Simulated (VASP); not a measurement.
# Ge (Fd-3m) in VASP: further runs

The runs below take Ge through single point, with r2SCAN+rVV10.

All numbers are computed with VASP 6.6.1; they aren't measurements. Logs are shortened: lines on timing, memory, paths and dates and some standing lists are left out, and cuts for length are marked.

## 1. The cell of the first run

It takes space group Fd-3m (No. 227, cubic). Conventional cell: a = 5.732 Å, b = 5.732 Å, c = 5.732 Å, α = 90.00°, β = 90.00°, γ = 90.00°. Within 3.3 Å of Ge (site symmetry -43m) lie 4 Ge at 2.48 Å.

## 2. Single point, r2SCAN+rVV10

Contents of POSCAR:

```
Ge
1.0
    0.0000000000      2.8661367691      2.8661367691
    2.8661367691      0.0000000000      2.8661367691
    2.8661367691      2.8661367691      0.0000000000
Ge
2
Direct
    0.7500000000      0.7500000000      0.7500000000
    0.5000000000      0.5000000000      0.5000000000
```

Contents of INCAR.step1:

```
PREC = Accurate
ENCUT = 520
ISMEAR = -1
SIGMA = 0.05
LREAL = False
LASPH = True
NELM = 100
NBANDS = 21
GGA = PE
ALGO = Normal
EDIFF = 1E-4
LWAVE = True
LCHARG = False
```

Contents of INCAR.step2:

```
PREC = Accurate
ENCUT = 520
EDIFF = 1E-6
ISMEAR = -1
SIGMA = 0.05
LREAL = False
LASPH = True
NELM = 100
ALGO = Normal
ISIF = 2
LWAVE = False
LCHARG = False
METAGGA = R2SCAN
LMIXTAU = True
LUSE_VDW = True
IVDW_NL = 2
BPARAM = 11.95
CPARAM = 0.0093
NBANDS = 21
ISTART = 1
```

Contents of KPOINTS:

```
Automatic mesh
0
Gamma
  8 8 8
```

Potentials or basis: VASP PAW PBE potentials, release 64 (Ge_d).

Command:

```sh
$ cat potpaw_PBE.64/Ge_d/POTCAR > POTCAR
$ cp INCAR.step1 INCAR
$ mpirun -np 1 vasp_std > vasp.out
$ cp INCAR.step2 INCAR
$ mpirun -np 1 vasp_std > vasp.out
```

OUTCAR:

```text
PREC = Accurate
   ENCUT = 520
   EDIFF = 1E-6
   ISMEAR = -1
   LREAL = False
   LASPH = True
   NELM = 100
   ISIF = 2
   METAGGA = R2SCAN
   IVDW_NL = 2
   BPARAM = 11.95
   ISTART = 1

 ion  position               nearest neighbor table
   1  0.750  0.750  0.750-   2 2.48   2 2.48   2 2.48   2 2.48
   2  0.500  0.500  0.500-   1 2.48   1 2.48   1 2.48   1 2.48

  LATTYP: Found a face centered cubic cell.
 ALAT       =     5.7322735382

  Lattice vectors:

 A1 = (   0.0000000000,   2.8661367691,   2.8661367691)
 A2 = (   2.8661367691,   0.0000000000,   2.8661367691)
 A3 = (   2.8661367691,   2.8661367691,   0.0000000000)

Analysis of symmetry for initial positions (statically):
=====================================================================
 Subroutine PRICEL returns:
 Original cell was already a primitive cell.

 Routine SETGRP: Setting up the symmetry group for a
 face centered cubic supercell.

 Subroutine GETGRP returns: Found 48 space group operations
 (whereof 24 operations were pure point group operations)
 out of a pool of 48 trial point group operations.

The static configuration has the point symmetry T_d .
 The point group associated with its full space group is O_h .

Analysis of symmetry for dynamics (positions and initial velocities):
=====================================================================
 Subroutine PRICEL returns:
 Original cell was already a primitive cell.

 Routine SETGRP: Setting up the symmetry group for a
 face centered cubic supercell.

 Subroutine GETGRP returns: Found 48 space group operations
 (whereof 24 operations were pure point group operations)
 out of a pool of 48 trial point group operations.

The dynamic configuration has the point symmetry T_d .
 The point group associated with its full space group is O_h .

 Subroutine INISYM returns: Found 48 space group operations
 (whereof 24 operations are pure point group operations),
 and found     1 'primitive' translations

----------------------------------------------------------------------------------------

                                     Primitive cell

  volume of cell :      47.0891

  direct lattice vectors                    reciprocal lattice vectors
     0.000000000  2.866136769  2.866136769    -0.174450852  0.174450852  0.174450852
     2.866136769  0.000000000  2.866136769     0.174450852 -0.174450852  0.174450852
     2.866136769  2.866136769  0.000000000     0.174450852  0.174450852 -0.174450852

  length of vectors
     4.053329490  4.053329490  4.053329490     0.302157738  0.302157738  0.302157738

  position of ions in fractional coordinates (direct lattice)
     0.750000000  0.750000000  0.750000000
     0.500000000  0.500000000  0.500000000

  ion indices of the primitive-cell ions
   primitive index   ion index
                 1           1
                 2           2

----------------------------------------------------------------------------------------

 KPOINTS: Automatic mesh

Automatic generation of k-mesh.
 Grid dimensions read from file:
 generate k-points for:    8    8    8

 Generating k-lattice:

  Cartesian coordinates                     Fractional coordinates (reciprocal lattice)
    -0.021806356  0.021806356  0.021806356     0.125000000  0.000000000  0.000000000
     0.021806356 -0.021806356  0.021806356     0.000000000  0.125000000  0.000000000
     0.021806356  0.021806356 -0.021806356     0.000000000  0.000000000  0.125000000

  Length of vectors
     0.037769717  0.037769717  0.037769717

  Shift w.r.t. Gamma in fractional coordinates (k-lattice)
     0.000000000  0.000000000  0.000000000

 Subroutine IBZKPT returns following result:
 ===========================================

 Found     29 irreducible k-points:

 Following reciprocal coordinates:
            Coordinates               Weight
  0.000000  0.000000  0.000000      1.000000
  0.125000  0.000000  0.000000      8.000000
  0.250000  0.000000  0.000000      8.000000
  0.375000  0.000000  0.000000      8.000000
  0.500000  0.000000  0.000000      4.000000
  0.125000  0.125000  0.000000      6.000000
[... 16 lines left out ...]
  0.500000  0.250000  0.125000     48.000000
 -0.375000  0.250000  0.125000     24.000000
 [... further k-points ...]
   k-points           NKPTS =     29   k-points in BZ     NKDIM =     29   number of bands    NBANDS=     21
   number of dos      NEDOS =    301   number of ions     NIONS =      2
   total plane-waves  NPLWV =  27000
   dimension x,y,z NGX =    30 NGY =   30 NGZ =   30
   dimension x,y,z NGXF=    60 NGYF=   60 NGZF=   60
   ions per type =               2
   NGX,Y,Z   is equivalent  to a cutoff of  12.30, 12.30, 12.30 a.u.
   NGXF,Y,Z  is equivalent  to a cutoff of  24.61, 24.61, 24.61 a.u.
 SYSTEM =  unknown system
   PREC   = accura    normal or accurate (medium, high low for compatibility)
   ISTART =      1    job   : 0-new  1-cont  2-samecut
   ICHARG =      0    charge: 1-file 2-atom 10-const
   ISPIN  =      1    spin polarized calculation?
   LNONCOLLINEAR =      F non collinear calculations
   LSORBIT =      F    spin-orbit coupling
   LASPH  =      T    aspherical Exc in radial PAW
   ENCUT  =  520.0 eV  38.22 Ry    6.18 a.u.   7.54  7.54  7.54*2*pi/ulx,y,z
   NELM   =    100;   NELMIN=  2; NELMDL=  0     # of ELM steps
   EDIFF  = 0.1E-05   stopping-criterion for ELM
   LREAL  =      F    real-space projection
   EDIFFG = 0.1E-04   stopping-criterion for IOM
   NSW    =      0    number of steps for IOM
   IBRION =     -1    ionic relax: 0-MD 1-quasi-New 2-CG
   NFREE  =      0    steps in history (QN), initial steepest desc. (CG)
   ISIF   =      2    stress and relaxation
   ISYM   =      2    0-nonsym 1-usesym 2-fastsym
   POTIM  = 0.5000    time-step for ionic-motion
   TEBEG  =    0.0;   TEEND  =   0.0 temperature during run
   PSTRESS=    0.0 pullay stress
   NELECT =      28.0000    total number of electrons
   NUPDOWN=      -1.0000    fix difference up-down
   EMIN   =  10.00;   EMAX   =-10.00  energy-range for DOS
   EFERMI =   0.00;   METHOD = LEGACY
   ISMEAR =    -1;   SIGMA  =   0.05  broadening in eV -4-tet -1-fermi 0-gaus
   EFERMI_NEDOS =   21; number of points for ismear=-14 and -15
   IALGO  =     38    algorithm
   IMIX   =      4    mixing-type and parameters
     AMIX     =   0.40;   BMIX     =  1.00
     AMIX_MAG =   1.60;   BMIX_MAG =  1.00
  volume/ion in A,a.u.               =      23.54       158.89
  Fermi-wavevector in a.u.,A,eV,Ry     =   1.376641  2.601474 25.784939  1.895140
  Thomas-Fermi vector in A             =   2.501867
   LORBIT       =      0    0 simple, 1 ext, 2 COOP (PROOUT), +10 PAW based schemes
   METAGGA = R2SCAN    functional components
   LHFCALC =     F    Hartree Fock is set to
   AEXX    =    0.0000 exact exchange contribution
   IVDW_NL    =     2    kernel type
   BPARAM     =11.9500
   IVDW    =     0    specifies the selected vdW correction
   LEPSILON=     F    determine dielectric tensor
   LRPA    =     F    only Hartree local field effects (RPA)
 non-spin polarized calculation
  energy-cutoff  :      520.00
  volume of cell :       47.09
 maximum number of plane-waves:      1287
   NGX = 15   NGY = 15   NGZ = 15

 number of electron      27.9999990 magnetization

 Free energy of the ion-electron system (eV)
  ---------------------------------------------------
  ext. energy  EPLUGINS =         0.00000000
  ---------------------------------------------------
  free energy    TOTEN  =       -26.88958172 eV

  energy without entropy =      -26.88907746  energy(sigma->0) =      -26.88932959

 E-fermi :   4.4731     XC(G=0): -10.6752

 val. band max:        4.4459151754   @ k =   0.0000   0.0000   0.0000
 cond. band min:       4.7047120379   @ k =   0.5000   0.0000   0.0000
 fundamental gap:      0.2587968625
 Fermi energy:         4.4730872527

 k-point     1 :       0.0000    0.0000    0.0000
  band No.  band energies     occupation
      1     -21.0176      2.00000
      2     -21.0176      2.00000
      3     -21.0175      2.00000
      4     -20.9811      2.00000
      5     -20.9811      2.00000
      6     -20.7842      2.00000
[... 13 lines left out ...]
     20      14.2304      0.00000
     21      14.2305      0.00000

 k-point     2 :       0.1250    0.0000    0.0000
  band No.  band energies     occupation
      1     -21.0250      2.00000
      2     -21.0250      2.00000
      3     -21.0152      2.00000
      4     -20.9705      2.00000
      5     -20.9705      2.00000
      6     -20.7941      2.00000
[... 13 lines left out ...]
     20      13.3719      0.00000
     21      13.3719      0.00000

 k-point     3 :       0.2500    0.0000    0.0000
  band No.  band energies     occupation
      1     -21.0346      2.00000
      2     -21.0346      2.00000
      3     -21.0094      2.00000
      4     -20.9542      2.00000
      5     -20.9542      2.00000
      6     -20.8062      2.00000
[... 13 lines left out ...]
     20      13.1218      0.00000
     21      13.1218      0.00000

 k-point     4 :       0.3750    0.0000    0.0000
  band No.  band energies     occupation
      1     -21.0394      2.00000
      2     -21.0394      2.00000
      3     -21.0034      2.00000
      4     -20.9442      2.00000
      5     -20.9442      2.00000
      6     -20.8124      2.00000
[... 13 lines left out ...]
     20      14.3006      0.00000
     21      14.3006      0.00000

 k-point     5 :       0.5000    0.0000    0.0000
  band No.  band energies     occupation
      1     -21.0407      2.00000
      2     -21.0406      2.00000
      3     -21.0008      2.00000
      4     -20.9414      2.00000
      5     -20.9414      2.00000
      6     -20.8137      2.00000
[... 13 lines left out ...]
     20      15.7973      0.00000
     21      16.0497      0.00000

 k-point     6 :       0.1250    0.1250    0.0000
  band No.  band energies     occupation
      1     -21.0242      2.00000
      2     -21.0230      2.00000
      3     -21.0229      2.00000
      4     -20.9726      2.00000
      5     -20.9592      2.00000
      6     -20.8155      2.00000
[... 13 lines left out ...]
     20      12.4435      0.00000
     21      14.5041      0.00000

 k-point     7 :       0.2500    0.1250    0.0000
  band No.  band energies     occupation
      1     -21.0373      2.00000
      2     -21.0307      2.00000
      3     -21.0144      2.00000
      4     -20.9593      2.00000
      5     -20.9403      2.00000
      6     -20.8348      2.00000
[... 13 lines left out ...]
     20      13.7518      0.00000
     21      14.3299      0.00000
[... 291 lines left out ...]
      1     -21.0656      2.00000
      2     -21.0505      2.00000
      3     -20.9656      2.00000
      4     -20.9100      2.00000
      5     -20.8832      2.00000
      6     -20.8717      2.00000
[... 13 lines left out ...]
     20      14.6267      0.00000
     21      18.3249      0.00000

 k-point    21 :       0.5000    0.5000    0.0000
  band No.  band energies     occupation
      1     -21.0496      2.00000
      2     -21.0496      2.00000
      3     -20.9677      2.00000
      4     -20.9676      2.00000
      5     -20.8720      2.00000
      6     -20.8720      2.00000
[... 13 lines left out ...]
     20      16.3069      0.00000
     21      17.6649      0.00000

 k-point    22 :       0.3750    0.2500    0.1250
  band No.  band energies     occupation
      1     -21.0444      2.00000
      2     -21.0422      2.00000
      3     -21.0014      2.00000
      4     -20.9468      2.00000
      5     -20.9202      2.00000
      6     -20.8553      2.00000
[... 13 lines left out ...]
     20      14.9213      0.00000
     21      15.1718      0.00000

 k-point    23 :       0.5000    0.2500    0.1250
  band No.  band energies     occupation
      1     -21.0557      2.00000
      2     -21.0483      2.00000
      3     -20.9809      2.00000
      4     -20.9326      2.00000
      5     -20.9080      2.00000
      6     -20.8633      2.00000
[... 13 lines left out ...]
     20      14.4077      0.00000
     21      16.3602      0.00000

 k-point    24 :      -0.3750    0.2500    0.1250
  band No.  band energies     occupation
      1     -21.0606      2.00000
      2     -21.0496      2.00000
      3     -20.9715      2.00000
      4     -20.9222      2.00000
      5     -20.9093      2.00000
      6     -20.8587      2.00000
[... 13 lines left out ...]
     20      15.8279      0.00000
     21      16.2724      0.00000

 [... further k-points ...]

------------------------ aborting loop because EDIFF is reached ----------------------------------------

  FORCE on cell =-STRESS in cart. coord.  units (eV):
  Direction    XX          YY          ZZ          XY          YZ          ZX
  --------------------------------------------------------------------------------------
  -------------------------------------------------------------------------------------
  Total       -0.8033317     -0.8033317     -0.8033317      0.0000000     -0.0000000     -0.0000000
  in kB      -27.3328393    -27.3328393    -27.3328393      0.0000000     -0.0000000     -0.0000000
  external PRESSURE =     -27.3328393 kB  Pullay stress =       0.0000000 kB

 VOLUME and BASIS-vectors are now :
 -----------------------------------------------------------------------------
  energy-cutoff  :      520.00
  volume of cell :       47.09
      direct lattice vectors                 reciprocal lattice vectors
     0.000000000  2.866136769  2.866136769    -0.174450852  0.174450852  0.174450852
     2.866136769  0.000000000  2.866136769     0.174450852 -0.174450852  0.174450852
     2.866136769  2.866136769  0.000000000     0.174450852  0.174450852 -0.174450852

 POSITION                                       TOTAL-FORCE (eV/Angst)
 -----------------------------------------------------------------------------------
      4.29921      4.29921      4.29921         0.000000      0.000000      0.000000
      2.86614      2.86614      2.86614        -0.000000     -0.000000     -0.000000
 -----------------------------------------------------------------------------------
    total drift:                                0.000000     -0.000000     -0.000000

  FREE ENERGIE OF THE ION-ELECTRON SYSTEM (eV)
  ---------------------------------------------------
  free  energy   TOTEN  =       -26.8895817169 eV

  energy  without entropy=      -26.8890774639  energy(sigma->0) =      -26.88932959
```

It took 92 s on 1 thread of Intel Xeon Platinum 8488C (Sapphire Rapids), shared host; peak memory 0.28 GiB.

What came out:

* Free energy: -26.8896 eV
* Pressure: -2.7 GPa

Levels at points of the mesh, in eV from the Fermi level:
```csv
k point,band 10,band 11,band 12,band 13,band 14,band 15,band 16,band 17,band 18,band 19
"(0.00, 0.00, 0.00)",-25.24,-13.07,-0.06,-0.06,-0.06,-0.03,2.62,2.62,2.62,6.78
"(0.50, 0.00, 0.00)",-25.22,-10.97,-7.76,-1.49,-1.49,0.23,3.89,3.89,7.46,10.80
"(0.50, 0.50, 0.00)",-25.21,-9.13,-9.13,-3.16,-3.16,0.91,0.91,9.71,9.71,11.83
```

Caveat: the PAW data sets were made with another functional, which shifts forces and pressure a little.

(Continued in part 2 of 2.)
